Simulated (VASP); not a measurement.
BeTe: single point with PBEsol

The system is BeTe.

```
CELL_PARAMETERS angstrom
2.71451 2.71451 0.00000
-2.71451 2.71451 0.00000
0.00000 2.71451 2.71451
ATOMIC_POSITIONS crystal
Be 0.00000 0.00000 0.00000
Te 0.75000 0.25000 0.50000
```

```json
{
 "Program": "VASP 6.6.1",
 "Task": "single point",
 "Functional": "PBEsol",
 "Potentials or basis": "VASP PAW PBE potentials, release 64 (Be, Te)",
 "Cutoff": "520 eV",
 "k mesh": "8 × 8 × 8",
 "Occupations": "gaussian, width 0.01 eV",
 "Spin": "no spin polarisation"
}
```

* Pressure: 7.3 GPa
* Band gap on the k mesh: 1.56 eV, indirect (least direct gap 3.49 eV)

Levels at points of the mesh, in eV from the valence-band top:
```csv
k point,band 1,band 2,band 3,band 4,band 5,band 6,band 7,band 8
"(0.00, 0.00, 0.00)",-13.12,0.00,0.00,0.00,3.49,3.49,3.49,4.56
"(0.50, 0.00, 0.00)",-11.47,-6.33,-1.33,-1.33,3.34,4.49,4.49,7.59
"(0.50, 0.50, 0.00)",-10.86,-5.76,-3.10,-3.10,1.56,2.44,10.41,10.41
```

Run time: 22 s on 1 thread of Intel Xeon 8259CL (shared host), peak memory 0.17 GiB.

Caveat: the PAW data sets were made with another functional, which shifts forces and pressure a little; spin-orbit coupling is left out, which moves the levels of the heavy elements. A k mesh can miss the band edges.
